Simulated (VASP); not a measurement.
Set up this calculation in VASP 6.6.1, as the native input.

```yaml
Task: single point
Functional: r2SCAN
Potentials_or_basis: VASP PAW PBE potentials, release 64 (Sr_sv)
Cutoff: 520 eV
k_mesh: 14 × 14 × 14
Occupations: gaussian, width 0.15 eV
Spin: no spin polarisation
Dipole_correction: no
Further_INCAR_settings: ALGO = Normal; EDIFF = 1e-06; NBANDS = 11
```

Crystal: Sr.

```
Sr
1.0
    -2.38863    2.38863    2.49775
     2.38863   -2.38863    2.49775
     2.38863    2.38863   -2.49775
Sr
1
Direct
  0.00000 0.00000 0.00000
```

This cell differs from its parent crystal: strain -0.015 along x and y, +0.030 along z.

One way to write it, as run:

POSCAR

```
Sr
1.0
   -2.3886250000      2.3886250000      2.4977500000
    2.3886250000     -2.3886250000      2.4977500000
    2.3886250000      2.3886250000     -2.4977500000
Sr
1
Direct
    0.0000000000      0.0000000000      0.0000000000
```

INCAR.step1

```
PREC = Accurate ; ENCUT = 520
ISMEAR = 0 ; SIGMA = 0.15
LREAL = F ; LASPH = T
NELM = 100 ; NBANDS = 11
GGA = PE ; ALGO = Normal
EDIFF = 1E-4 ; LWAVE = T
LCHARG = F
```

INCAR.step2

```
PREC = Accurate ; ENCUT = 520
EDIFF = 1E-6 ; ISMEAR = 0
SIGMA = 0.15 ; LREAL = F
LASPH = T ; NELM = 100
ALGO = Normal ; ISIF = 2
LWAVE = F ; LCHARG = F
METAGGA = R2SCAN ; LMIXTAU = T
NBANDS = 11 ; ISTART = 1
```

KPOINTS

```
regular mesh
0
Gamma
  14 14 14
```

Potentials or basis: VASP PAW PBE potentials, release 64 (Sr_sv).

The run is started by

```bash
$ cat potpaw_PBE.64/Sr_sv/POTCAR > POTCAR
$ cp INCAR.step1 INCAR
$ mpirun -np 1 vasp_std > vasp.out
$ cp INCAR.step2 INCAR
$ mpirun -np 1 vasp_std > vasp.out
```

It gave:

| Quantity | Value |
| --- | --- |
| Pressure | -0.2 GPa |
| Band gap on the k mesh | zero (bands 5 and 6 overlap by 0.25 eV) |

Caveat: the cell differs from its parent crystal (strain -0.015 along x and y, +0.030 along z); the PAW data sets were made with another functional, which shifts forces and pressure a little.

Wall time 2.9 min on 1 thread of Intel(R) Xeon(R) 6975P-C (Granite Rapids), on a shared host, peak memory 0.3 GiB.
